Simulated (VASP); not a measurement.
Here is a VASP 6.6.1 calculation.

Contents of INCAR:

```
ALGO     = Normal         # electronic algorithm
EDIFF    = 1E-7           # SCF threshold, eV
ENCUT    = 520            # plane-wave cutoff, eV
GGA      = PS             # functional
ISIF     = 2              # what is computed and relaxed
ISMEAR   = -1             # smearing method
LASPH    = True           # aspherical terms in the spheres
LCHARG   = False          # write CHGCAR
LREAL    = False          # projectors in reciprocal space
LWAVE    = False          # write WAVECAR
NBANDS   = 32             # bands
NELM     = 60             # most SCF steps
PREC     = Accurate       # precision mode
SIGMA    = 0.05           # smearing width, eV
```

Contents of KPOINTS:

```
k-points
0
Gamma
  6 6 6
```

File POSCAR:

```
Sn3Te
1.0
    4.8978456013      0.0000000000      0.0000000000
    0.0000000000      4.8978456013      0.0000000000
    0.0000000000      0.0000000000      4.8978456013
Te Sn
1 3
Direct
    0.0000000000      0.0000000000      0.0000000000
    0.0000000000      0.5000000000      0.5000000000
    0.5000000000      0.0000000000      0.5000000000
    0.5000000000      0.5000000000      0.0000000000
```

Potentials or basis: VASP PAW PBE potentials, release 64 (Te, Sn_d).

Run with:

```console
$ cat potpaw_PBE.64/Te/POTCAR potpaw_PBE.64/Sn_d/POTCAR > POTCAR
$ mpirun -np 1 vasp_std > vasp.out
```

(1) Estimate the band gap on the k mesh.

(2) What does it give for the pressure?

Answers

(1) zero (bands 24 and 25 overlap by 3.08 eV).

(2) -3.2 GPa.

Caveat: the cell stands under tension; the PAW data sets were made with another functional, which shifts forces and pressure a little; spin-orbit coupling is left out, which moves the levels of the heavy elements.
